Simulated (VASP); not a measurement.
# Te2Mo in VASP: further runs, part 3 of 3

VASP 6.6.1. The steps go on from the part before.

## (5) Single point, PBE

This run uses another cell than the first one, of 27.45 Å³/atom.

The input, INCAR:

```
SYSTEM = Te2Mo
  PREC = Accurate
  ENCUT = 520
  EDIFF = 1E-7
  ISMEAR = 0
  SIGMA = 0.015
  LREAL = .FALSE.
  LASPH = .TRUE.
  NELM = 100
  ALGO = Normal
  ISIF = 2
  LWAVE = .FALSE.
  LCHARG = .FALSE.
  GGA = PE
  NBANDS = 64
```

The input, KPOINTS:

```
regular mesh
0
G
  4 8 2
  0 0 0
```

The input, POSCAR:

```
Te2Mo
1.0
    6.3464495577      0.0000000000      0.0000000000
    0.0000000000      3.4942155400      0.0000000000
   -0.5490254083      0.0000000000     14.8561586148
Te Mo
8 4
Direct
    0.0630865700      0.5000000000      0.4013918100
    0.9362609700      0.0000000000      0.5989235800
    0.5672046900      0.0000000000      0.3620628100
    0.4325395100      0.5000000000      0.6382740100
    0.0910474500      0.0000000000      0.1379227500
    0.9094538900      0.5000000000      0.8617520200
    0.5810927600      0.5000000000      0.0985498300
    0.4193469800      0.0000000000      0.9011539900
    0.3196862200      0.0000000000      0.5068268200
    0.6797845000      0.5000000000      0.4935200200
    0.1814915000      0.5000000000      0.0065316300
    0.8190039500      0.0000000000      0.9930897200
```

Potentials or basis: VASP PAW PBE potentials, release 64 (Te, Mo_sv).

On the command line:

```bash
$ cat potpaw_PBE.64/Te/POTCAR potpaw_PBE.64/Mo_sv/POTCAR > POTCAR
$ mpirun -np 1 vasp_std > vasp.out
```

OUTCAR:

```text
SYSTEM = Te2Mo
   PREC = Accurate
   ENCUT = 520
   EDIFF = 1E-7
   ISMEAR = 0
   LREAL = .FALSE.
   LASPH = .TRUE.
   NELM = 100
   ISIF = 2
   GGA = PE

 ion  position               nearest neighbor table
   1  0.063  0.500  0.401-   9 2.82   9 2.82  10 2.84   2 3.54   2 3.54   3 3.63   3 3.63
   2  0.936  0.000  0.599-  10 2.82  10 2.82   9 2.84   1 3.54   1 3.54   4 3.63   4 3.63
   3  0.567  0.000  0.362-  10 2.70  10 2.70   9 2.71   1 3.63   1 3.63
   4  0.433  0.500  0.638-   9 2.70   9 2.70  10 2.71   2 3.63   2 3.63
   5  0.091  0.000  0.138-  11 2.70  11 2.70  12 2.71   7 3.63   7 3.63
   6  0.909  0.500  0.862-  12 2.70  12 2.70  11 2.71   8 3.63   8 3.63
   7  0.581  0.500  0.099-  12 2.82  12 2.82  11 2.84   8 3.53   8 3.53   5 3.63   5 3.63
   8  0.419  0.000  0.901-  11 2.82  11 2.82  12 2.84   7 3.53   7 3.53   6 3.63   6 3.63
   9  0.320  0.000  0.507-   4 2.70   4 2.70   3 2.71   1 2.82   1 2.82   2 2.84  10 2.89  10 2.89

  10  0.680  0.500  0.494-   3 2.70   3 2.70   4 2.71   2 2.82   2 2.82   1 2.84   9 2.89   9 2.89

  11  0.181  0.500  0.007-   5 2.70   5 2.70   6 2.71   8 2.82   8 2.82   7 2.84  12 2.89  12 2.89

  12  0.819  0.000  0.993-   6 2.70   6 2.70   5 2.71   7 2.82   7 2.82   8 2.84  11 2.89  11 2.89

[... 219 lines left out ...]
      4     -53.8372      2.00000
      5     -28.1585      2.00000
      6     -28.1405      2.00000
[... 1597 lines left out ...]
     63       9.5449      0.00000
     64       9.5669      0.00000

 [... further k-points ...]
[... 5 lines left out ...]
  --------------------------------------------------------------------------------------
  -------------------------------------------------------------------------------------
  Total        1.8894426      0.1016155      2.3882901      0.0000000      0.0000000     -0.0055439
  in kB        9.1887671      0.4941780     11.6147700      0.0000000      0.0000000     -0.0269611
  external PRESSURE =       7.0992384 kB  Pullay stress =       0.0000000 kB

 VOLUME and BASIS-vectors are now :
 -----------------------------------------------------------------------------
  energy-cutoff  :      520.00
  volume of cell :      329.45
      direct lattice vectors                 reciprocal lattice vectors
     6.346449558  0.000000000  0.000000000     0.157568415  0.000000000  0.005823111
     0.000000000  3.494215540  0.000000000     0.000000000  0.286187268  0.000000000
    -0.549025408  0.000000000 14.856158615     0.000000000  0.000000000  0.067312152

 POSITION                                       TOTAL-FORCE (eV/Angst)
 -----------------------------------------------------------------------------------
      0.18000      1.74711      5.96314        -0.041105      0.000000     -0.010406
      5.61311      0.00000      8.89770         0.050200      0.000000      0.011194
      3.40095      0.00000      5.37886         0.014037      0.000000     -0.200750
      2.39466      1.74711      9.48230        -0.024722      0.000000      0.201928
      0.50210      0.00000      2.04900         0.011502      0.000000      0.205785
      5.29868      1.74711     12.80232        -0.012463      0.000000     -0.215271
      3.63377      1.74711      1.46407        -0.050314      0.000000      0.017003
      2.16661      0.00000     13.38769         0.052909      0.000000     -0.021574
      1.75061      0.00000      7.52950        -0.079720      0.000000     -0.091779
      4.04326      1.74711      7.33181         0.081361      0.000000      0.088294
      1.14824      1.74711      0.09703         0.075613      0.000000     -0.074952
      4.65254      0.00000     14.75350        -0.077298      0.000000      0.090530
 -----------------------------------------------------------------------------------
    total drift:                               -0.000017     -0.000000     -0.000009

  FREE ENERGIE OF THE ION-ELECTRON SYSTEM (eV)
  ---------------------------------------------------
  free  energy   TOTEN  =       -71.9463184462 eV

  energy  without entropy=      -71.9459942304  energy(sigma->0) =      -71.94615634
```

OSZICAR:

```text
N       E                     dE             d eps       ncg     rms          rms(c)
[... 13 lines left out ...]
DAV:  14    -0.719463919972E+02    0.13330E-03   -0.35798E-04  4632   0.938E-02    0.207E-01
DAV:  15    -0.719463372074E+02    0.54790E-04   -0.15113E-04  4800   0.541E-02    0.149E-01
DAV:  16    -0.719463253010E+02    0.11906E-04   -0.64244E-05  4752   0.303E-02    0.692E-02
DAV:  17    -0.719463210266E+02    0.42744E-05   -0.14716E-05  5288   0.146E-02    0.507E-02
DAV:  18    -0.719463191437E+02    0.18829E-05   -0.77752E-06  4976   0.130E-02    0.265E-02
DAV:  19    -0.719463185506E+02    0.59305E-06   -0.32462E-06  5016   0.829E-03    0.112E-02
DAV:  20    -0.719463183543E+02    0.19632E-06   -0.11133E-06  4792   0.409E-03    0.266E-03
DAV:  21    -0.719463184462E+02   -0.91855E-07   -0.73286E-08  2472   0.112E-03
   1 F= -.71946318E+02 E0= -.71946156E+02  d E =-.324216E-03
```

It took 26 min on 1 thread of Intel Xeon 8259CL, shared host; peak memory 0.7 GiB.

Results:

```yaml
Free_energy: -71.9463 eV
Pressure: 0.7 GPa
Largest_force: 0.216 eV/Å
Band_gap_on_the_k_mesh: zero (bands 52 and 53 overlap by 0.14 eV)
```

Forces on the atoms (eV/Å):
```
Te  -0.041  0.000 -0.010
Te   0.050  0.000  0.011
Te   0.014  0.000 -0.201
Te  -0.025  0.000  0.202
Te   0.012  0.000  0.206
Te  -0.012  0.000 -0.215
Te  -0.050  0.000  0.017
Te   0.053  0.000 -0.022
Mo  -0.080  0.000 -0.092
Mo   0.081  0.000  0.088
Mo   0.076  0.000 -0.075
Mo  -0.077  0.000  0.091
```

Levels at points of the mesh, in eV from the Fermi level:
```tsv
k point	band 50	band 51	band 52	band 53	band 54	band 55
(0.00, 0.00, 0.00)	-0.16	0.02	0.12	0.59	0.76	1.02
(0.50, 0.00, 0.00)	-0.72	-0.72	-0.70	0.11	0.13	0.97
(0.00, 0.50, 0.00)	-1.43	-1.42	-1.42	1.10	1.10	1.15
(0.50, 0.50, 0.00)	-0.93	-0.89	-0.89	1.03	1.03	1.05
(0.00, 0.00, 0.50)	-0.21	0.06	0.07	0.63	0.66	1.03
(0.50, 0.00, 0.50)	-0.72	-0.66	-0.61	0.12	0.14	0.96
(0.00, 0.50, 0.50)	-1.46	-1.43	-1.42	1.10	1.10	1.14
(0.50, 0.50, 0.50)	-0.92	-0.89	-0.89	1.03	1.03	1.05
```

Caveat: spin-orbit coupling is left out, which moves the levels of the heavy elements; this functional lacks dispersion, which binds layers or chains, so the pressure and a relaxed spacing across them are unreliable.

## (6) Single point, RPBE

This run uses another cell than the first one, of 27.45 Å³/atom.

The input, INCAR:

```
SYSTEM = Te2Mo
PREC = Accurate
ENCUT = 520
EDIFF = 1E-6
ISMEAR = -1
SIGMA = 0.05
LREAL = .FALSE.
LASPH = .TRUE.
NELM = 80
ALGO = Normal
ISIF = 2
LWAVE = .FALSE.
LCHARG = .TRUE.
GGA = RP
LELF = .TRUE.
LVHAR = .TRUE.
NBANDS = 64
```

The input, KPOINTS:

```
Automatic mesh
0
G
  4 8 2
  0 0 0
```

POSCAR is that of step 5.

Potentials or basis: VASP PAW PBE potentials, release 64 (Te, Mo_sv).

On the command line:

```bash
$ cat potpaw_PBE.64/Te/POTCAR potpaw_PBE.64/Mo_sv/POTCAR > POTCAR
$ mpirun -np 1 vasp_std > vasp.out
```

OUTCAR:

```text
SYSTEM = Te2Mo
   PREC = Accurate
   ENCUT = 520
   EDIFF = 1E-6
   ISMEAR = -1
   LREAL = .FALSE.
   LASPH = .TRUE.
   NELM = 80
   ISIF = 2
   GGA = RP

 ion  position               nearest neighbor table
   1  0.063  0.500  0.401-   9 2.82   9 2.82  10 2.84   2 3.54   2 3.54   3 3.63   3 3.63
   2  0.936  0.000  0.599-  10 2.82  10 2.82   9 2.84   1 3.54   1 3.54   4 3.63   4 3.63
   3  0.567  0.000  0.362-  10 2.70  10 2.70   9 2.71   1 3.63   1 3.63
   4  0.433  0.500  0.638-   9 2.70   9 2.70  10 2.71   2 3.63   2 3.63
   5  0.091  0.000  0.138-  11 2.70  11 2.70  12 2.71   7 3.63   7 3.63
[... 1845 lines left out ...]
 -----------------------------------------------------------------------------
  energy-cutoff  :      520.00
  volume of cell :      329.45
      direct lattice vectors                 reciprocal lattice vectors
     6.346449558  0.000000000  0.000000000     0.157568415  0.000000000  0.005823111
     0.000000000  3.494215540  0.000000000     0.000000000  0.286187268  0.000000000
    -0.549025408  0.000000000 14.856158615     0.000000000  0.000000000  0.067312152

 POSITION                                       TOTAL-FORCE (eV/Angst)
 -----------------------------------------------------------------------------------
      0.18000      1.74711      5.96314        -0.051125      0.000000     -0.080317
      5.61311      0.00000      8.89770         0.060470      0.000000      0.080807
      3.40095      0.00000      5.37886         0.013146      0.000000     -0.300665
      2.39466      1.74711      9.48230        -0.023840      0.000000      0.301455
      0.50210      0.00000      2.04900         0.008084      0.000000      0.308758
      5.29868      1.74711     12.80232        -0.009085      0.000000     -0.317964
      3.63377      1.74711      1.46407        -0.058912      0.000000      0.086176
      2.16661      0.00000     13.38769         0.061835      0.000000     -0.090587
      1.75061      0.00000      7.52950        -0.113771      0.000000     -0.070442
      4.04326      1.74711      7.33181         0.115193      0.000000      0.066924
      1.14824      1.74711      0.09703         0.110156      0.000000     -0.051194
      4.65254      0.00000     14.75350        -0.112150      0.000000      0.067049
 -----------------------------------------------------------------------------------
    total drift:                               -0.000048     -0.000000      0.000001

  FREE ENERGIE OF THE ION-ELECTRON SYSTEM (eV)
  ---------------------------------------------------
  free  energy   TOTEN  =       -66.8168460940 eV

  energy  without entropy=      -66.7914495210  energy(sigma->0) =      -66.80414781
```

Wall time 22 min (1 thread of Intel Xeon 8259CL, shared host); peak memory 0.7 GiB.

Results:

* Free energy: -66.8168 eV
* Pressure: 2.5 GPa
* Largest force: 0.318 eV/Å
* Band gap on the k mesh: zero (bands 52 and 53 overlap by 0.14 eV)

Forces in eV/Å, atoms in the order of the input:
```
Te  -0.051  0.000 -0.080
Te   0.060  0.000  0.081
Te   0.013  0.000 -0.301
Te  -0.024  0.000  0.301
Te   0.008  0.000  0.309
Te  -0.009  0.000 -0.318
Te  -0.059  0.000  0.086
Te   0.062  0.000 -0.091
Mo  -0.114  0.000 -0.070
Mo   0.115  0.000  0.067
Mo   0.110  0.000 -0.051
Mo  -0.112  0.000  0.067
```

Levels at points of the mesh, in eV from the Fermi level:
| k point | band 49 | band 50 | band 51 | band 52 | band 53 | band 54 | band 55 | band 56 |
| --- | --- | --- | --- | --- | --- | --- | --- | --- |
| (0.00, 0.00, 0.00) | -0.35 | -0.16 | 0.03 | 0.12 | 0.60 | 0.76 | 1.02 | 1.05 |
| (0.50, 0.00, 0.00) | -0.73 | -0.73 | -0.73 | -0.70 | 0.12 | 0.14 | 0.98 | 0.98 |
| (0.00, 0.50, 0.00) | -1.43 | -1.43 | -1.43 | -1.43 | 1.11 | 1.11 | 1.17 | 1.17 |
| (0.50, 0.50, 0.00) | -0.92 | -0.92 | -0.90 | -0.90 | 1.05 | 1.05 | 1.07 | 1.07 |
| (0.00, 0.00, 0.50) | -0.21 | -0.21 | 0.07 | 0.07 | 0.65 | 0.67 | 1.03 | 1.04 |
| (0.50, 0.00, 0.50) | -0.73 | -0.72 | -0.67 | -0.61 | 0.14 | 0.15 | 0.97 | 0.99 |
| (0.00, 0.50, 0.50) | -1.46 | -1.46 | -1.43 | -1.43 | 1.12 | 1.12 | 1.15 | 1.15 |
| (0.50, 0.50, 0.50) | -0.92 | -0.92 | -0.89 | -0.89 | 1.05 | 1.05 | 1.06 | 1.06 |

Caveat: the PAW data sets were made with another functional, which shifts forces and pressure a little; spin-orbit coupling is left out, which moves the levels of the heavy elements; this functional lacks dispersion, which binds layers or chains, so the pressure and a relaxed spacing across them are unreliable.

## (7) The runs side by side

| level | potentials or basis | cell | k mesh | smearing | gap on the mesh (eV) | pressure (GPa) | largest force (eV/Å) |
| --- | --- | --- | --- | --- | --- | --- | --- |
| RPBE+D3(BJ) | VASP PAW PBE potentials, release 64 (Te, Mo_sv) | a = 5.945, b = 3.146, c = 12.200 Å, angles 90.0, 97.5, 90.0°, 12 atoms, atomic positions A | 4 × 8 × 2 | fermi-dirac 0.05 eV | none | -0.2 | 0.03 |
| LDA | VASP PAW LDA potentials, release 64 (Te, Mo_sv) | a = 6.302, b = 3.434, c = 13.367 Å, angles 90.0, 94.3, 90.0°, 12 atoms, atomic positions B | 3 × 6 × 2 | fermi-dirac 0.05 eV | none | 0.3 | 0.06 |
| PBEsol+D3(BJ) | VASP PAW PBE potentials, release 64 (Te, Mo_sv) | a = 6.269, b = 3.418, c = 12.877 Å, angles 90.0, 94.3, 90.0°, 12 atoms, atomic positions C | 4 × 8 × 2 | fermi-dirac 0.05 eV | none | 0.1 | 0.03 |
| PBE | VASP PAW PBE potentials, release 64 (Te, Mo_sv) | a = 6.346, b = 3.494, c = 14.866 Å, angles 90.0, 92.1, 90.0°, 12 atoms, atomic positions D | 4 × 8 × 2 | gaussian 0.015 eV | none | 0.7 | 0.22 |
| RPBE | VASP PAW PBE potentials, release 64 (Te, Mo_sv) | a = 6.346, b = 3.494, c = 14.866 Å, angles 90.0, 92.1, 90.0°, 12 atoms, atomic positions D | 4 × 8 × 2 | fermi-dirac 0.05 eV | none | 2.5 | 0.32 |

Alike in all rows: task single point; no spin polarisation; cutoff (eV) 520.

Caveats: spin-orbit coupling is left out, which moves the levels of the heavy elements; the PAW data sets were made with another functional, which shifts forces and pressure a little (at least some runs); this functional lacks dispersion, which binds layers or chains, so the pressure and a relaxed spacing across them are unreliable (at least some runs); the dispersion term is far too large for a dense solid, which distorts pressure and volume (at least some runs).

Total energies depend on the potentials used, so only differences within one code and one set of settings carry meaning.
